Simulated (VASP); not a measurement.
## Sb: single point with PBE

The system is Sb.

```xyz
2
Lattice="-2.9872 2.9872 1.5710 2.9872 -2.9872 1.5710 2.9872 2.9872 -1.5710" Properties=species:S:1:pos:R:3 pbc="T T T"
Sb    0.0000   -1.4936   -0.3927
Sb    0.0000    1.4936    0.3927
```

This cell differs from its parent crystal: volume scaled by 0.95.

* Program: VASP 6.6.1
* Task: single point
* Functional: PBE
* Potentials or basis: VASP PAW PBE potentials, release 64 (Sb)
* Cutoff: 520 eV
* k mesh: 15 × 15 × 15
* Occupations: fermi-dirac, width 0.08 eV
* Spin: no spin polarisation

```
Pressure               : 3.2 GPa
Band gap on the k mesh : zero (band 5 reaches 11.63 eV, above the bottom of band 6 at 5.74 eV)
```

Levels at points of the mesh, in eV from the Fermi level:
```csv
k point,band 3,band 4,band 5,band 6,band 7,band 8
"(0.00, 0.00, 0.00)",-3.61,-3.61,2.03,3.61,3.61,4.67
```

Run time: 3.8 min on 1 thread of Intel Xeon 8259CL, on a shared host, peak memory 0.32 GiB.

Caveat: spin-orbit coupling is left out, which moves the levels of the heavy elements.
